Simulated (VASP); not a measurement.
# Li (a cell with a defect) in VASP: a series of runs, part 2 of 2

VASP 6.6.1.

## (3) Single point, PBE

Contents of INCAR:

```
SYSTEM = Li
  ALGO = Normal
  EDIFF = 1E-6
  ENCUT = 520
  GGA = PE
  ISIF = 2
  ISMEAR = 0
  LASPH = .True.
  LCHARG = .False.
  LREAL = Auto
  LWAVE = .False.
  NBANDS = 40
  NELM = 100
  PREC = Accurate
  SIGMA = 0.1
```

Contents of KPOINTS:

```
k-points
0
Gamma
  3 3 3
  0 0 0
```

Contents of POSCAR:

```
Li
1.0
    6.9800000000      0.0000000000      0.0000000000
    0.0000000000      6.9800000000      0.0000000000
    0.0000000000      0.0000000000      6.9800000000
Li
17
Direct
    0.0079438263     -0.0166704671      0.0018916034
    0.5174645915     -0.0197149094      0.0100494571
   -0.0051644800      0.5249255023     -0.0269878495
   -0.0663166915     -0.0553573619      0.6149599820
    0.2880479655      0.3080607626      0.1438906736
    0.5446278554      0.5381375236      0.0244630143
    0.5193627721      0.0049202044      0.4796927721
    0.7755643561      0.2484352079      0.2433271193
    0.0107242096      0.4820769393      0.5078596785
    0.2506743805      0.7352808342      0.2636627450
    0.2714669850      0.2420554879      0.7517090828
    0.4921877333      0.4614225282      0.4706350439
    0.7870722710      0.7518947085      0.2765040445
    0.7357259757      0.2570331786      0.7683675197
    0.2738378335      0.7433333719      0.7389276091
    0.6978941363      0.6969724798      0.7242215896
    0.1401210596      1.1013095592      0.3842668948
```

Potentials or basis: VASP PAW PBE potentials, release 64 (Li_sv).

The run is started by

```sh
$ cat potpaw_PBE.64/Li_sv/POTCAR > POTCAR
$ mpirun -np 1 vasp_std > vasp.out
```

OUTCAR:

```text
SYSTEM = Li
   EDIFF = 1E-6
   ENCUT = 520
   GGA = PE
   ISIF = 2
   ISMEAR = 0
   LASPH = .True.
   LREAL = Auto
   NELM = 100
   PREC = Accurate

 ion  position               nearest neighbor table
   1  0.008  0.983  0.002-
   2  0.517  0.980  0.010-
   3  0.995  0.525  0.973-
   4  0.934  0.945  0.615-  17 2.42  16 2.51
   5  0.288  0.308  0.144-  17 2.44   6 2.55
   6  0.545  0.538  0.024-   5 2.55  16 2.60
   7  0.519  0.005  0.480-
   8  0.776  0.248  0.243-
   9  0.011  0.482  0.508-
  10  0.251  0.735  0.264-
  11  0.271  0.242  0.752-
  12  0.492  0.461  0.471-
  13  0.787  0.752  0.277-
  14  0.736  0.257  0.768-
  15  0.274  0.743  0.739-
  16  0.698  0.697  0.724-   4 2.51   6 2.60
  17  0.140  0.101  0.384-   4 2.42   5 2.44

  LATTYP: Found a simple cubic cell.
 ALAT       =     6.9800000000

  Lattice vectors:

 A1 = (   6.9800000000,   0.0000000000,   0.0000000000)
 A2 = (   0.0000000000,   6.9800000000,   0.0000000000)
 A3 = (   0.0000000000,   0.0000000000,   6.9800000000)

Analysis of symmetry for initial positions (statically):
=====================================================================
 Subroutine PRICEL returns:
 Original cell was already a primitive cell.

 Routine SETGRP: Setting up the symmetry group for a
 simple cubic supercell.

 Subroutine GETGRP returns: Found  1 space group operations
 (whereof  1 operations were pure point group operations)
 out of a pool of 48 trial point group operations.

The static configuration has the point symmetry C_1 .

Analysis of symmetry for dynamics (positions and initial velocities):
[... 149 lines left out ...]
     AMIX     =   0.40;   BMIX     =  1.00
     AMIX_MAG =   1.60;   BMIX_MAG =  1.00
  volume/ion in A,a.u.               =      20.00       134.99
  Fermi-wavevector in a.u.,A,eV,Ry     =   0.869780  1.643646 10.293044  0.756517
  Thomas-Fermi vector in A             =   1.988651
   LORBIT       =      0    0 simple, 1 ext, 2 COOP (PROOUT), +10 PAW based schemes
   GGA     = PE    functional components
   LHFCALC =     F    Hartree Fock is set to
   AEXX    =    0.0000 exact exchange contribution
   IVDW    =     0    specifies the selected vdW correction
   LEPSILON=     F    determine dielectric tensor
   LRPA    =     F    only Hartree local field effects (RPA)
 non-spin polarized calculation
 Gauss-broadening in eV      SIGMA  =   0.10
  energy-cutoff  :      520.00
  volume of cell :      340.07
 maximum number of plane-waves:      9180
 NGX is ok and might be reduce to    54
   NGX = 25   NGY = 25   NGZ = 25

 number of electron      50.9999988 magnetization

 Free energy of the ion-electron system (eV)
  ---------------------------------------------------
  ext. energy  EPLUGINS =         0.00000000
  ---------------------------------------------------
  free energy    TOTEN  =       -31.77389356 eV

  energy without entropy =      -31.74653381  energy(sigma->0) =      -31.76021368

 E-fermi :   0.6012     XC(G=0):  -7.0717

 val. band max:        0.5877384442   @ k =  -0.3333   0.3333   0.0000
 cond. band min:       0.6442709651   @ k =   0.0000   0.0000   0.0000
 fundamental gap:      0.0565325209
 Fermi energy:         0.6011714488

 k-point     1 :       0.0000    0.0000    0.0000
  band No.  band energies     occupation
      1     -45.9973      2.00000
      2     -45.9675      2.00000
      3     -45.9442      2.00000
      4     -45.9338      2.00000
      5     -45.9140      2.00000
      6     -45.9091      2.00000
[... 549 lines left out ...]
     36       3.5389      0.00000
     37       3.9621      0.00000
 [bands above 37 left out]

------------------------ aborting loop because EDIFF is reached ----------------------------------------

  FORCE on cell =-STRESS in cart. coord.  units (eV):
  Direction    XX          YY          ZZ          XY          YZ          ZX
  --------------------------------------------------------------------------------------
  -------------------------------------------------------------------------------------
  Total        0.1208737      0.0698166      0.9967890      0.4118669     -0.4640141     -0.5028529
  in kB        0.5694770      0.3289296      4.6962105      1.9404446     -2.1861273     -2.3691102
  external PRESSURE =       1.8648724 kB  Pullay stress =       0.0000000 kB

 VOLUME and BASIS-vectors are now :
 -----------------------------------------------------------------------------
  energy-cutoff  :      520.00
  volume of cell :      340.07
      direct lattice vectors                 reciprocal lattice vectors
     6.980000000  0.000000000  0.000000000     0.143266476  0.000000000  0.000000000
     0.000000000  6.980000000  0.000000000     0.000000000  0.143266476  0.000000000
     0.000000000  0.000000000  6.980000000     0.000000000  0.000000000  0.143266476

 POSITION                                       TOTAL-FORCE (eV/Angst)
 -----------------------------------------------------------------------------------
      0.05545      6.86364      0.01320        -0.001044     -0.000797      0.001742
      3.61190      6.84239      0.07015         0.000043      0.000647     -0.001068
      6.94395      3.66398      6.79162         0.000521     -0.002323     -0.000374
      6.51711      6.59361      4.29242        -0.000417     -0.001619      0.002195
      2.01057      2.15026      1.00436         0.001812      0.002840      0.002973
      3.80150      3.75620      0.17075        -0.002322     -0.000122      0.000197
[... 9 lines left out ...]
      4.87130      4.86487      5.05507         0.000491      0.002802     -0.003890
      0.97804      0.70714      2.68218         0.003809     -0.002430      0.003651
 -----------------------------------------------------------------------------------
    total drift:                                0.014809      0.005828      0.019225

  FREE ENERGIE OF THE ION-ELECTRON SYSTEM (eV)
  ---------------------------------------------------
  free  energy   TOTEN  =       -31.7738935574 eV

  energy  without entropy=      -31.7465338054  energy(sigma->0) =      -31.76021368
```

OSZICAR:

```text
N       E                     dE             d eps       ncg     rms          rms(c)
DAV:   1     0.296838842775E+03    0.29684E+03   -0.21954E+04  1120   0.127E+03
DAV:   2     0.471871542823E+02   -0.24965E+03   -0.23447E+03  1152   0.341E+02
DAV:   3    -0.154868689740E+02   -0.62674E+02   -0.61014E+02  2088   0.839E+01
DAV:   4    -0.290818769532E+02   -0.13595E+02   -0.13428E+02  1920   0.650E+01
DAV:   5    -0.318205867711E+02   -0.27387E+01   -0.27380E+01  2112   0.186E+01    0.141E+00
DAV:   6    -0.317899515943E+02    0.30635E-01   -0.57570E-01  1720   0.434E+00    0.739E-01
DAV:   7    -0.317724264644E+02    0.17525E-01   -0.10023E-01  1824   0.126E+00    0.172E-01
DAV:   8    -0.317738178877E+02   -0.13914E-02   -0.22521E-02  1792   0.603E-01    0.131E-01
DAV:   9    -0.317738954513E+02   -0.77564E-04   -0.17942E-03  1800   0.178E-01    0.815E-02
DAV:  10    -0.317738951293E+02    0.32198E-06   -0.26773E-04  1704   0.105E-01    0.133E-02
DAV:  11    -0.317738978484E+02   -0.27190E-05   -0.11290E-04  1728   0.575E-02    0.806E-03
DAV:  12    -0.317738974723E+02    0.37608E-06   -0.11497E-05  1784   0.182E-02    0.638E-03
DAV:  13    -0.317738929937E+02    0.44786E-05   -0.14175E-06  1024   0.134E-02    0.123E-03
DAV:  14    -0.317738935574E+02   -0.56368E-06   -0.45135E-06  1352   0.796E-03
   1 F= -.31773894E+02 E0= -.31760214E+02  d E =-.273598E-01
```

stdout:

```text
POSCAR found type information on POSCAR Li
 POSCAR found :  1 types and      17 ions
 scaLAPACK will be used
 LDA part: xc-table for (Slater+PW92), standard interpolation
 POSCAR, INCAR and KPOINTS ok, starting setup
 FFT: planning ... GRIDC
 FFT: planning ... GRID_SOFT
 FFT: planning ... GRID
 WAVECAR not read
 entering main loop
```

It took 3.6 min on 1 thread of Intel Xeon Platinum 8375C at 2.90GHz (Ice Lake), shared host; peak memory 0.4 GiB.

What came out:

```yaml
Free_energy: -31.7739 eV
Largest_force: 0.006 eV/Å
Band_gap_on_the_k_mesh: zero (an odd number of electrons rules out a gap without spin polarisation)
```

Forces in eV/Å, atoms in the order of the input:
```
Li  -0.001 -0.001  0.002
Li   0.000  0.001 -0.001
Li   0.001 -0.002  0.000
Li   0.000 -0.002  0.002
Li   0.002  0.003  0.003
Li  -0.002  0.000  0.000
Li  -0.001 -0.001  0.000
Li  -0.001  0.001  0.000
Li  -0.005  0.002  0.000
Li   0.001  0.001 -0.004
Li   0.000 -0.001 -0.002
Li   0.000  0.003  0.000
Li  -0.001 -0.002  0.001
Li   0.003  0.002 -0.001
Li   0.001 -0.003  0.001
Li   0.000  0.003 -0.004
Li   0.004 -0.002  0.004
```

Caveat: the cutoff is under 1.25 times the usual one of these potentials, so pressure, stress and relaxed cells hold a basis-set (Pulay) error.

The gap in the log of VASP goes by the Fermi energy; the results here count the filled bands.